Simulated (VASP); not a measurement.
# SiTe3 (Pm-3n) in VASP: notebook

Runs on SiTe3. Level: PBE. Tasks: single point, relaxation of cell and atoms.

Program: VASP 6.6.1. These are calculated values, not measurements. Logs are shortened: lines on timing, memory, paths and dates and some standing lists are left out, and cuts for length are marked.

## Step 1: The cell of the first run

It takes space group Pm-3n (No. 223, cubic). The conventional cell has a = 5.999 Å, b = 5.999 Å, c = 5.999 Å, α = 90.00°, β = 90.00°, γ = 90.00°. Si (site symmetry m-3) has 12 Te at 3.35 Å within 4.4 Å. Te (site symmetry -4m2) has 10 Te at 3.00 to 3.67 Å and 4 Si at 3.35 Å within 3.9 Å.

## Step 2: Single point, PBE

INCAR reads:

```
  ALGO = Normal
  EDIFF = 1E-6
  ENCUT = 520
  GGA = PE
  ISIF = 2
  ISMEAR = 0
  LASPH = True
  LCHARG = False
  LREAL = False
  LWAVE = False
  NBANDS = 32
  NELM = 80
  PREC = Accurate
  SIGMA = 0.1
```

KPOINTS reads:

```
k-points
0
Gamma
  4 4 4
```

POSCAR reads:

```
SiTe3
1.0
    5.9991493600      0.0000000000      0.0000000000
    0.0000000000      5.9991493600      0.0000000000
    0.0000000000      0.0000000000      5.9991493600
Si Te
2 6
Direct
    0.0000000000      0.0000000000      0.0000000000
    0.5000000000      0.5000000000      0.5000000000
    0.2500000000      0.0000000000      0.5000000000
    0.5000000000      0.7500000000      0.0000000000
    0.7500000000      0.0000000000      0.5000000000
    0.5000000000      0.2500000000      0.0000000000
    0.0000000000      0.5000000000      0.7500000000
    0.0000000000      0.5000000000      0.2500000000
```

Potentials or basis: VASP PAW PBE potentials, release 64 (Si, Te).

The run is started by

```
$ cat potpaw_PBE.64/Si/POTCAR potpaw_PBE.64/Te/POTCAR > POTCAR
$ mpirun -np 1 vasp_std > vasp.out
```

OUTCAR:

```text
EDIFF = 1E-6
   ENCUT = 520
   GGA = PE
   ISIF = 2
   ISMEAR = 0
   LASPH = True
   LREAL = False
   NELM = 80
   PREC = Accurate

 ion  position               nearest neighbor table
   1  0.000  0.000  0.000-   3 3.35   4 3.35   5 3.35   6 3.35   7 3.35   8 3.35   3 3.35   5 3.35
                             7 3.35   8 3.35   4 3.35   6 3.35
   2  0.500  0.500  0.500-   3 3.35   4 3.35   5 3.35   6 3.35   7 3.35   8 3.35   4 3.35   6 3.35
                             3 3.35   5 3.35   7 3.35   8 3.35
   3  0.250  0.000  0.500-   5 3.00   5 3.00   1 3.35   1 3.35   2 3.35   2 3.35   8 3.67   4 3.67
                             4 3.67   6 3.67   6 3.67   7 3.67   8 3.67   7 3.67
   4  0.500  0.750  0.000-   6 3.00   6 3.00   1 3.35   2 3.35   2 3.35   1 3.35   8 3.67   5 3.67
                             3 3.67   5 3.67   3 3.67   7 3.67   7 3.67   8 3.67
   5  0.750  0.000  0.500-   3 3.00   3 3.00   1 3.35   1 3.35   2 3.35   2 3.35   8 3.67   4 3.67
                             4 3.67   6 3.67   6 3.67   7 3.67   8 3.67   7 3.67
   6  0.500  0.250  0.000-   4 3.00   4 3.00   1 3.35   2 3.35   2 3.35   1 3.35   8 3.67   3 3.67
                             3 3.67   5 3.67   5 3.67   7 3.67   7 3.67   8 3.67
   7  0.000  0.500  0.750-   8 3.00   8 3.00   1 3.35   2 3.35   1 3.35   2 3.35   3 3.67   4 3.67
                             5 3.67   3 3.67   5 3.67   6 3.67   4 3.67   6 3.67
   8  0.000  0.500  0.250-   7 3.00   7 3.00   1 3.35   2 3.35   1 3.35   2 3.35   3 3.67   4 3.67
                             5 3.67   3 3.67   5 3.67   6 3.67   4 3.67   6 3.67

  LATTYP: Found a simple cubic cell.
 ALAT       =     5.9991493600

  Lattice vectors:

 A1 = (   5.9991493600,   0.0000000000,   0.0000000000)
 A2 = (   0.0000000000,   5.9991493600,   0.0000000000)
 A3 = (   0.0000000000,   0.0000000000,   5.9991493600)

Analysis of symmetry for initial positions (statically):
=====================================================================
 Subroutine PRICEL returns:
 Original cell was already a primitive cell.

 Routine SETGRP: Setting up the symmetry group for a
 simple cubic supercell.

 Subroutine GETGRP returns: Found 48 space group operations
 (whereof 24 operations were pure point group operations)
 out of a pool of 48 trial point group operations.

The static configuration has the point symmetry T_h .
 The point group associated with its full space group is O_h .

Analysis of symmetry for dynamics (positions and initial velocities):
=====================================================================
 Subroutine PRICEL returns:
 Original cell was already a primitive cell.

 Routine SETGRP: Setting up the symmetry group for a
 simple cubic supercell.

 Subroutine GETGRP returns: Found 48 space group operations
 (whereof 24 operations were pure point group operations)
 out of a pool of 48 trial point group operations.

[... 111 lines left out ...]
   EMIN   =  10.00;   EMAX   =-10.00  energy-range for DOS
   EFERMI =   0.00;   METHOD = LEGACY
   ISMEAR =     0;   SIGMA  =   0.10  broadening in eV -4-tet -1-fermi 0-gaus
   EFERMI_NEDOS =   21; number of points for ismear=-14 and -15
   IALGO  =     38    algorithm
   IMIX   =      4    mixing-type and parameters
     AMIX     =   0.40;   BMIX     =  1.00
     AMIX_MAG =   1.60;   BMIX_MAG =  1.00
  volume/ion in A,a.u.               =      26.99       182.13
  Fermi-wavevector in a.u.,A,eV,Ry     =   0.963391  1.820546 12.627877  0.928123
  Thomas-Fermi vector in A             =   2.092933
   LORBIT       =      0    0 simple, 1 ext, 2 COOP (PROOUT), +10 PAW based schemes
   GGA     = PE    functional components
   LHFCALC =     F    Hartree Fock is set to
   AEXX    =    0.0000 exact exchange contribution
   IVDW    =     0    specifies the selected vdW correction
   LEPSILON=     F    determine dielectric tensor
   LRPA    =     F    only Hartree local field effects (RPA)
 non-spin polarized calculation
 Gauss-broadening in eV      SIGMA  =   0.10
  energy-cutoff  :      520.00
  volume of cell :      215.91
 maximum number of plane-waves:      5846
 NGX is ok and might be reduce to    48
   NGX = 23   NGY = 23   NGZ = 23

 number of electron      44.0000000 magnetization

 Free energy of the ion-electron system (eV)
  ---------------------------------------------------
  ext. energy  EPLUGINS =         0.00000000
  ---------------------------------------------------
  free energy    TOTEN  =       -25.07603950 eV

  energy without entropy =      -25.04709511  energy(sigma->0) =      -25.06156731

 E-fermi :   7.2947     XC(G=0):  -9.9413

 val. band max:        7.2578333929   @ k =   0.2500   0.2500   0.2500
 cond. band min:       7.3634806206   @ k =   0.5000   0.5000   0.2500
 fundamental gap:      0.1056472277
 Fermi energy:         7.2946781084

 k-point     1 :       0.0000    0.0000    0.0000
  band No.  band energies     occupation
      1      -6.3108      2.00000
      2      -4.3530      2.00000
      3      -4.3530      2.00000
      4      -2.4620      2.00000
      5      -2.4620      2.00000
      6      -2.4620      2.00000
[... 339 lines left out ...]
     31       8.2001      0.00000
     32       8.2001      0.00000

------------------------ aborting loop because EDIFF is reached ----------------------------------------

  FORCE on cell =-STRESS in cart. coord.  units (eV):
  Direction    XX          YY          ZZ          XY          YZ          ZX
  --------------------------------------------------------------------------------------
  -------------------------------------------------------------------------------------
  Total       -0.8957929     -0.8957929     -0.8957929     -0.0000000      0.0000000      0.0000000
  in kB       -6.6473597     -6.6473597     -6.6473597     -0.0000000      0.0000000      0.0000000
  external PRESSURE =      -6.6473597 kB  Pullay stress =       0.0000000 kB

 VOLUME and BASIS-vectors are now :
 -----------------------------------------------------------------------------
  energy-cutoff  :      520.00
  volume of cell :      215.91
      direct lattice vectors                 reciprocal lattice vectors
     5.999149360  0.000000000  0.000000000     0.166690299  0.000000000  0.000000000
     0.000000000  5.999149360  0.000000000     0.000000000  0.166690299  0.000000000
     0.000000000  0.000000000  5.999149360     0.000000000  0.000000000  0.166690299

 POSITION                                       TOTAL-FORCE (eV/Angst)
 -----------------------------------------------------------------------------------
      0.00000      0.00000      0.00000        -0.000000     -0.000000      0.000000
      2.99957      2.99957      2.99957        -0.000000     -0.000000      0.000000
      1.49979      0.00000      2.99957         0.000000      0.000000     -0.000000
      2.99957      4.49936      0.00000         0.000000      0.000000     -0.000000
      4.49936      0.00000      2.99957        -0.000000      0.000000      0.000000
      2.99957      1.49979      0.00000        -0.000000     -0.000000     -0.000000
      0.00000      2.99957      4.49936         0.000000     -0.000000      0.000000
      0.00000      2.99957      1.49979        -0.000000      0.000000      0.000000
 -----------------------------------------------------------------------------------
    total drift:                               -0.000000     -0.000000      0.000000

  FREE ENERGIE OF THE ION-ELECTRON SYSTEM (eV)
  ---------------------------------------------------
  free  energy   TOTEN  =       -25.0760395028 eV

  energy  without entropy=      -25.0470951142  energy(sigma->0) =      -25.06156731
```

OSZICAR:

```text
N       E                     dE             d eps       ncg     rms          rms(c)
DAV:   1     0.177434139396E+03    0.17743E+03   -0.16460E+04   640   0.112E+03
DAV:   2    -0.111781848047E+02   -0.18861E+03   -0.18215E+03   832   0.163E+02
DAV:   3    -0.248690896717E+02   -0.13691E+02   -0.13366E+02   760   0.447E+01
DAV:   4    -0.251460122113E+02   -0.27692E+00   -0.27535E+00   728   0.745E+00
DAV:   5    -0.251532263672E+02   -0.72142E-02   -0.72137E-02   736   0.132E+00    0.154E+01
DAV:   6    -0.250898518282E+02    0.63375E-01   -0.67774E-02   696   0.101E+00    0.956E+00
DAV:   7    -0.250768516682E+02    0.13000E-01   -0.84096E-02   672   0.105E+00    0.433E-01
DAV:   8    -0.250760638945E+02    0.78777E-03   -0.46634E-03   688   0.271E-01    0.278E-01
DAV:   9    -0.250760560129E+02    0.78816E-05   -0.57770E-04   712   0.958E-02    0.106E-01
DAV:  10    -0.250760452296E+02    0.10783E-04   -0.33503E-05   728   0.243E-02    0.234E-02
DAV:  11    -0.250760414029E+02    0.38268E-05   -0.21047E-06   432   0.675E-03    0.525E-03
DAV:  12    -0.250760396142E+02    0.17887E-05   -0.31973E-07   328   0.277E-03    0.231E-03
DAV:  13    -0.250760395028E+02    0.11136E-06   -0.57653E-08   320   0.129E-03
   1 F= -.25076040E+02 E0= -.25061567E+02  d E =-.289444E-01
```

stdout:

```text
POSCAR found type information on POSCAR SiTe
 POSCAR found :  2 types and       8 ions
 scaLAPACK will be used
 LDA part: xc-table for (Slater+PW92), standard interpolation
 POSCAR, INCAR and KPOINTS ok, starting setup
 FFT: planning ... GRIDC
 FFT: planning ... GRID_SOFT
 FFT: planning ... GRID
 WAVECAR not read
 entering main loop
```

Wall time 35 s (1 thread of Intel Xeon Platinum 8559C (Emerald Rapids), shared host); peak memory 0.32 GiB.

What came out:

```yaml
Free_energy: -25.0760 eV
Pressure: -0.7 GPa
Band_gap_on_the_k_mesh: zero (band 22 reaches 7.49 eV, above the bottom of band 23 at 6.60 eV)
```

Levels at points of the mesh, in eV from the Fermi level:
| k point | band 20 | band 21 | band 22 | band 23 | band 24 | band 25 |
| --- | --- | --- | --- | --- | --- | --- |
| (0.00, 0.00, 0.00) | -2.14 | -0.10 | -0.10 | -0.10 | 1.39 | 1.39 |
| (0.50, 0.00, 0.00) | -1.33 | -0.67 | -0.67 | 0.42 | 0.42 | 1.02 |
| (0.50, 0.50, 0.00) | -0.50 | 0.09 | 0.09 | 0.36 | 0.56 | 0.56 |
| (0.50, 0.50, 0.50) | -0.86 | -0.86 | -0.86 | -0.70 | -0.70 | -0.70 |

Caveat: spin-orbit coupling is left out, which moves the levels of the heavy elements.

## Step 3: Single point, PBE

This run uses another cell than the first one, of 26.66 Å³/atom, 0.988 times its volume.

INCAR reads:

```
  PREC = Accurate
  ENCUT = 520
  EDIFF = 1E-6
  ISMEAR = 0
  SIGMA = 0.1
  LREAL = F
  LASPH = T
  NELM = 100
  ALGO = Normal
  ISIF = 2
  LWAVE = F
  LCHARG = T
  GGA = PE
  LELF = T
  LVHAR = T
  NBANDS = 32
```

KPOINTS reads:

```
regular mesh
0
Gamma
  6 6 6
```

Changes to POSCAR since step 2:

```diff
@@ -2,5 +2,5 @@
 1.0
-    5.9991493600      0.0000000000      0.0000000000
-    0.0000000000      5.9991493600      0.0000000000
-    0.0000000000      0.0000000000      5.9991493600
+    5.9750326230      0.0000000000      0.0000000000
+    0.0000000000      5.9750326230      0.0000000000
+    0.0000000000      0.0000000000      5.9750326230
 Si Te
```

Potentials or basis: VASP PAW PBE potentials, release 64 (Si, Te).

The run is started by

```
$ cat potpaw_PBE.64/Si/POTCAR potpaw_PBE.64/Te/POTCAR > POTCAR
$ mpirun -np 1 vasp_std > vasp.out
```

It took 55 s on 1 thread of Intel Xeon Platinum 8559C (Emerald Rapids), shared host; peak memory 0.37 GiB.

It converged, with:

| Quantity | Value |
| --- | --- |
| Free energy | -24.8420 eV |
| Pressure | -0.1 GPa |
| Band gap on the k mesh | zero (band 22 reaches 7.54 eV, above the bottom of band 23 at 6.73 eV) |

Levels at points of the mesh, in eV from the Fermi level:
```tsv
k point	band 19	band 20	band 21	band 22	band 23	band 24	band 25	band 26
(0.00, 0.00, 0.00)	-2.12	-2.12	-0.05	-0.05	-0.05	1.47	1.47	1.47
(0.50, 0.00, 0.00)	-1.30	-1.30	-0.61	-0.61	0.48	0.48	1.11	1.11
(0.50, 0.50, 0.00)	-1.52	-0.46	0.15	0.15	0.43	0.62	0.62	0.71
(0.50, 0.50, 0.50)	-0.84	-0.84	-0.84	-0.84	-0.66	-0.66	-0.66	-0.66
```

Caveat: spin-orbit coupling is left out, which moves the levels of the heavy elements.

## Step 4: Relaxation of cell and atoms, PBE

INCAR reads:

```
  ALGO = Normal
  EDIFF = 1E-6
  EDIFFG = -0.01
  ENCUT = 600
  GGA = PE
  IBRION = 2
  ISIF = 3
  ISMEAR = 0
  LASPH = True
  LCHARG = False
  LREAL = False
  LWAVE = False
  NELM = 100
  NSW = 100
  PREC = Accurate
  SIGMA = 0.1
```

KPOINTS reads:

```
k-points
0
Gamma
  6 6 6
```

Changes to POSCAR since step 3:

```diff
@@ -2,5 +2,5 @@
 1.0
-    5.9750326230      0.0000000000      0.0000000000
-    0.0000000000      5.9750326230      0.0000000000
-    0.0000000000      0.0000000000      5.9750326230
+    5.9991493600      0.0000000000      0.0000000000
+    0.0000000000      5.9991493600      0.0000000000
+    0.0000000000      0.0000000000      5.9991493600
 Si Te
```

The run is started by

```
$ cat potpaw_PBE.64/Si/POTCAR potpaw_PBE.64/Te/POTCAR > POTCAR
$ mpirun -np 1 vasp_std > vasp.out
```

It used 220 s of CPU time on 1 thread of Intel Xeon 6975P-C, on a shared host.

Results (log left out):

| Property | Result |
| --- | --- |
| Free energy | -24.8422 eV |
| Relaxed volume | 26.63 Å³/atom |
| Relaxed cell | a = 5.973 Å, b = 5.973 Å, c = 5.973 Å, α = 90.00°, β = 90.00°, γ = 90.00° |
| Space group after relaxing (to 0.05 Å) | Pm-3n (No. 223) |
| Energy gained by relaxing | 0.7 meV/atom |
| Ionic steps | 3 |
| Pressure after relaxing | 0.0 GPa |
| Band gap on the k mesh | zero (band 22 reaches 7.56 eV, above the bottom of band 23 at 6.74 eV) |

The path:
| step | energy change (eV) | largest force (eV/Å) | pressure (GPa) | volume (Å³) |
| --- | --- | --- | --- | --- |
| 1 | 0.0000 | 0.0000 | -0.66 | 215.91 |
| 2 | -0.0057 | 0.0000 | 0.15 | 212.46 |
| 3 | -0.0059 | 0.0000 | 0.00 | 213.06 |

Final structure:
```xyz
8
Lattice="5.9726 0.0000 0.0000 0.0000 5.9726 0.0000 0.0000 0.0000 5.9726" Properties=species:S:1:pos:R:3 pbc="T T T"
Si    0.0000    0.0000    5.9726
Si    2.9863    2.9863    2.9863
Te    1.4932    0.0000    2.9863
Te    2.9863    4.4795    0.0000
Te    4.4795    0.0000    2.9863
Te    2.9863    1.4932    0.0000
Te    0.0000    2.9863    4.4795
Te    0.0000    2.9863    1.4932
```

Levels at points of the mesh, in eV from the Fermi level:
```
           k point  band 20  band 21  band 22  band 23  band 24  band 25
(0.00, 0.00, 0.00)    -2.13    -0.05    -0.05    -0.05     1.47     1.47
(0.50, 0.00, 0.00)    -1.31    -0.61    -0.61     0.48     0.48     1.12
(0.50, 0.50, 0.00)    -0.46     0.15     0.15     0.43     0.62     0.62
(0.50, 0.50, 0.50)    -0.84    -0.84    -0.84    -0.66    -0.66    -0.66
```

Caveat: spin-orbit coupling is left out, which moves the levels of the heavy elements.

## Step 5: Summary

| task | cell | k mesh | cutoff (eV) | gap on the mesh (eV) | pressure (GPa) |
| --- | --- | --- | --- | --- | --- |
| single point | a = 5.999 Å, 8 atoms | 4 × 4 × 4 | 520 | none | -0.7 |
| single point | a = 5.975 Å, 8 atoms | 6 × 6 × 6 | 520 | none | -0.1 |
| relaxation of cell and atoms | relaxed from a = 5.999 Å, 8 atoms | 6 × 6 × 6 | 600 | none | 0.0 |

Alike in all rows: level PBE; potentials or basis VASP PAW PBE potentials, release 64 (Si, Te); no spin polarisation; smearing gaussian 0.1 eV.

Caveats: spin-orbit coupling is left out, which moves the levels of the heavy elements.

Absolute energies hang on the potentials; compare differences alone.
